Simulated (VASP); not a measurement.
A run of VASP 6.6.1 is set up as follows.

INCAR

```
PREC = Accurate
ENCUT = 520
EDIFF = 1E-8
ISMEAR = -1
SIGMA = 0.08
LREAL = F
LASPH = T
NELM = 80
ALGO = Normal
ISIF = 2
LWAVE = F
LCHARG = F
GGA = CA
LEFG = T
NBANDS = 11
```

Contents of KPOINTS:

```
regular mesh
0
Gamma
  20 20 20
```

Contents of POSCAR:

```
C
1.0
    0.0000000000      1.7834000000      1.7834000000
    1.7834000000      0.0000000000      1.7834000000
    1.7834000000      1.7834000000      0.0000000000
C
2
Direct
    0.5000000000      0.5000000000      0.5000000000
    0.7500000000      0.7500000000      0.7500000000
```

Potentials or basis: VASP PAW LDA potentials, release 64 (C).

Run with:

```bash
$ cat potpaw_LDA.64/C/POTCAR > POTCAR
$ mpirun -np 1 vasp_std > vasp.out
```

(1) What does it give for the pressure?

(2) Predict the band gap on the k mesh.

Answers

(1) -11.7 GPa.

(2) 4.10 eV (least direct gap 5.54 eV).

Caveat: the cell stands under tension.
